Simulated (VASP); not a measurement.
# Ta (Im-3m) in VASP: a series of runs, part 2 of 2

VASP 6.6.1. Earlier steps stand in the parts before.

## Step 5: Single point, PBEsol (volume scaled by 1.08)

The input, INCAR:

```
PREC = Accurate ; ENCUT = 520
EDIFF = 1E-7 ; ISMEAR = -1
SIGMA = 0.1 ; LREAL = F
LASPH = T ; NELM = 60
ALGO = Normal ; ISIF = 2
LWAVE = F ; LCHARG = T
GGA = PS ; LELF = T
LVHAR = T ; NBANDS = 12
```

The input, KPOINTS:

```
regular mesh
0
Gamma
  22 22 22
```

The input, POSCAR:

```
Ta
1.0
   -1.6845736552      1.6845736552      1.6845736552
    1.6845736552     -1.6845736552      1.6845736552
    1.6845736552      1.6845736552     -1.6845736552
Ta
1
Direct
    0.0000000000      0.0000000000      0.0000000000
```

Potentials or basis: VASP PAW PBE potentials, release 64 (Ta_pv).

On the command line:

```
cat potpaw_PBE.64/Ta_pv/POTCAR > POTCAR
mpirun -np 1 vasp_std > vasp.out
```

OUTCAR:

```text
PREC = Accurate
   ENCUT = 520
   EDIFF = 1E-7
   ISMEAR = -1
   LREAL = F
   LASPH = T
   NELM = 60
   ISIF = 2
   GGA = PS

 ion  position               nearest neighbor table
   1  0.000  0.000  0.000-

  LATTYP: Found a body centered cubic cell.
 ALAT       =     3.3691473104

  Lattice vectors:

 A1 = (  -1.6845736552,   1.6845736552,   1.6845736552)
 A2 = (   1.6845736552,  -1.6845736552,   1.6845736552)
 A3 = (   1.6845736552,   1.6845736552,  -1.6845736552)

[... 537 lines left out ...]
     12      21.2886      0.00000

 [... further k-points ...]

------------------------ aborting loop because EDIFF is reached ----------------------------------------

  FORCE on cell =-STRESS in cart. coord.  units (eV):
  Direction    XX          YY          ZZ          XY          YZ          ZX
  --------------------------------------------------------------------------------------
  -------------------------------------------------------------------------------------
  Total       -1.6570920     -1.6570920     -1.6570920     -0.0000000     -0.0000000      0.0000000
  in kB     -138.8440280   -138.8440280   -138.8440280     -0.0000000     -0.0000000      0.0000000
  external PRESSURE =    -138.8440280 kB  Pullay stress =       0.0000000 kB

 VOLUME and BASIS-vectors are now :
 -----------------------------------------------------------------------------
  energy-cutoff  :      520.00
  volume of cell :       19.12
      direct lattice vectors                 reciprocal lattice vectors
    -1.684573655  1.684573655  1.684573655     0.000000000  0.296811005  0.296811005
     1.684573655 -1.684573655  1.684573655     0.296811005  0.000000000  0.296811005
     1.684573655  1.684573655 -1.684573655     0.296811005  0.296811005  0.000000000

 POSITION                                       TOTAL-FORCE (eV/Angst)
 -----------------------------------------------------------------------------------
      0.00000      0.00000      0.00000        -0.000000      0.000000      0.000000
 -----------------------------------------------------------------------------------
    total drift:                                0.000000      0.000000     -0.000000

  FREE ENERGIE OF THE ION-ELECTRON SYSTEM (eV)
  ---------------------------------------------------
  free  energy   TOTEN  =       -12.5071400518 eV

  energy  without entropy=      -12.4608302399  energy(sigma->0) =      -12.48398515
```

OSZICAR:

```text
N       E                     dE             d eps       ncg     rms          rms(c)
DAV:   1     0.599973155964E+02    0.59997E+02   -0.61444E+03  7888   0.871E+02
DAV:   2    -0.120328278824E+02   -0.72030E+02   -0.70245E+02  8808   0.242E+02
DAV:   3    -0.130703173906E+02   -0.10375E+01   -0.10230E+01  9416   0.274E+01
DAV:   4    -0.130732692179E+02   -0.29518E-02   -0.29515E-02  8812   0.162E+00
DAV:   5    -0.130732796695E+02   -0.10452E-04   -0.10451E-04  9428   0.927E-02    0.124E+01
DAV:   6    -0.126323550840E+02    0.44092E+00   -0.35507E-01  9412   0.626E+00    0.578E+00
DAV:   7    -0.125085067448E+02    0.12385E+00   -0.29799E-01  9168   0.520E+00    0.359E-01
DAV:   8    -0.125071948908E+02    0.13119E-02   -0.10280E-02  8832   0.796E-01    0.148E-01
DAV:   9    -0.125071439597E+02    0.50931E-04   -0.16933E-04  9152   0.128E-01    0.233E-02
DAV:  10    -0.125071400033E+02    0.39564E-05   -0.40455E-06  8864   0.205E-02    0.231E-03
DAV:  11    -0.125071401093E+02   -0.10608E-06   -0.18397E-07  8316   0.475E-03    0.348E-04
DAV:  12    -0.125071400518E+02    0.57565E-07   -0.32572E-09  4944   0.600E-04
   1 F= -.12507140E+02 E0= -.12483985E+02  d E =-.463098E-01
```

stdout:

```text
POSCAR found type information on POSCAR Ta
 POSCAR found :  1 types and       1 ions
 scaLAPACK will be used
 -----------------------------------------------------------------------------
|                                                                             |
|                                                                             |
|     You enforced a specific xc type in the INCAR file but a different       |
|     I HOPE YOU KNOW WHAT YOU ARE DOING!                                     |
|                                                                             |
 -----------------------------------------------------------------------------

 LDA part: xc-table for (Slater+PW92), standard interpolation
 POSCAR, INCAR and KPOINTS ok, starting setup
 FFT: planning ... GRIDC
 FFT: planning ... GRID_SOFT
 FFT: planning ... GRID
 WAVECAR not read
 entering main loop
```

It took 21 s on 1 thread of Intel Xeon 6975P-C (Granite Rapids), shared host; peak memory 0.19 GiB.

What came out:

| Quantity | Value |
| --- | --- |
| Free energy | -12.5071 eV |
| Pressure | -13.9 GPa |

Caveat: the PAW data sets were made with another functional, which shifts forces and pressure a little; spin-orbit coupling is left out, which moves the levels of the heavy elements.

## Step 6: Single point, PBEsol (volume scaled by 1.12)

The input, INCAR:

```
PREC = Accurate
ENCUT = 520
EDIFF = 1E-6
ISMEAR = -1
SIGMA = 0.1
LREAL = F
LASPH = T
NELM = 100
ALGO = Normal
ISIF = 2
LWAVE = F
LCHARG = T
GGA = PS
LELF = T
LVHAR = T
NBANDS = 12
```

KPOINTS is that of step 5.

The input, POSCAR:

```
Ta
1.0
   -1.7051192612      1.7051192612      1.7051192612
    1.7051192612     -1.7051192612      1.7051192612
    1.7051192612      1.7051192612     -1.7051192612
Ta
1
Direct
    0.0000000000      0.0000000000      0.0000000000
```

Potentials or basis: VASP PAW PBE potentials, release 64 (Ta_pv).

On the command line:

```
cat potpaw_PBE.64/Ta_pv/POTCAR > POTCAR
mpirun -np 1 vasp_std > vasp.out
```

Run time: 19 s. Hardware: 1 thread of Intel Xeon 6975P-C (Granite Rapids), shared host; peak memory 0.19 GiB.

It converged, with:

- Free energy: -12.4342 eV
- Pressure: -19.1 GPa

Levels at points of the mesh, in eV from the Fermi level:
| k point | band 4 | band 5 | band 6 | band 7 | band 8 | band 9 |
| --- | --- | --- | --- | --- | --- | --- |
| (0.00, 0.00, 0.00) | -7.56 | 0.69 | 0.69 | 0.69 | 3.63 | 3.63 |
| (0.50, 0.00, 0.00) | -4.00 | -1.31 | 1.21 | 3.45 | 4.37 | 6.88 |
| (0.50, 0.50, 0.50) | -3.29 | -3.29 | 6.06 | 6.06 | 6.06 | 7.82 |

Caveat: the PAW data sets were made with another functional, which shifts forces and pressure a little; spin-orbit coupling is left out, which moves the levels of the heavy elements.

## Step 7: Overview

```csv
cell,gap on the mesh (eV),pressure (GPa)
"a = 2.805 Å, angles 109.5°, 1 atom",none,9.0
"a = 2.844 Å, angles 109.5°, 1 atom",none,-0.1
"a = 2.881 Å, angles 109.5°, 1 atom",none,-7.6
"a = 2.918 Å, angles 109.5°, 1 atom",none,-13.9
"a = 2.953 Å, angles 109.5°, 1 atom",none,-19.1
```

Alike in all rows: task single point; level PBEsol; potentials or basis VASP PAW PBE potentials, release 64 (Ta_pv); no spin polarisation; k mesh 22 × 22 × 22; cutoff (eV) 520; smearing fermi-dirac 0.1 eV.

Caveats: the PAW data sets were made with another functional, which shifts forces and pressure a little; spin-orbit coupling is left out, which moves the levels of the heavy elements.

Absolute energies hang on the potentials; compare differences alone.
